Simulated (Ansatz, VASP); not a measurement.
**Two plane-wave programs on LiCl**

INCAR

```
ALGO = Normal ; EDIFF = 1E-7
ENCUT = 520 ; GGA = PE
ISIF = 2 ; ISMEAR = 0
LASPH = True ; LCHARG = True
LELF = True ; LREAL = False
LVHAR = True ; LWAVE = False
NBANDS = 18 ; NELM = 80
PREC = Accurate ; SIGMA = 0.01
```

The input KPOINTS:

```
k-points
0
Gamma
  6 6 4
```

Contents of POSCAR:

```
LiCl
1.0
    3.6361495550      0.0000000000      0.0000000000
   -1.8180747775      3.1489978866      0.0000000000
    0.0000000000      0.0000000000      6.1308219704
Li Cl
2 2
Direct
    0.0000000000      0.0000000000      0.0000000000
    0.0000000000      0.0000000000      0.5000000000
    0.3333333333      0.6666666667      0.2500000000
    0.6666666667      0.3333333333      0.7500000000
```

Input for Ansatz:

```yaml
crystal:
  lattice:
    - [3.636149555, 0.0, 0.0]
    - [-1.8180747775, 3.1489978866, 0.0]
    - [0.0, 0.0, 6.1308219704]
  atoms:
    - { symbol: Li, position: [0.0, 0.0, 0.0] }
    - { symbol: Li, position: [0.0, 0.0, 0.5] }
    - { symbol: Cl, position: [0.3333333333, 0.6666666667, 0.25] }
    - { symbol: Cl, position: [0.6666666667, 0.3333333333, 0.75] }
kpoints:
  mp_grid: { grid: [6, 6, 4] }
hamiltonian:
  xc: pbe
scf:
  occupations: { method: fixed }
  n_extra_bands: 5
output:
  forces: true
  stress: true
  eigenvalues: true
```

Alike in both runs: task single point; functional PBE; k mesh 6 × 6 × 4; no spin polarisation.

```csv
,VASP,Ansatz
version,VASP 6.6.1,Ansatz 0.2.0
potentials or method,"VASP PAW PBE potentials, release 64 (Li_sv, Cl)","plane waves, PAW"
plane-wave cutoff (eV),520,420
occupations,"gaussian, width 0.01 eV",fixed
valence electrons in the cell,20,20
```

|  | VASP | Ansatz | Ansatz less VASP |
| --- | --- | --- | --- |
| gap on the k mesh at the Fermi level (eV) | 6.07 | 6.06 | -0.013 |

Noted on VASP's run: the cutoff is short for stress, so the pressure is rough.
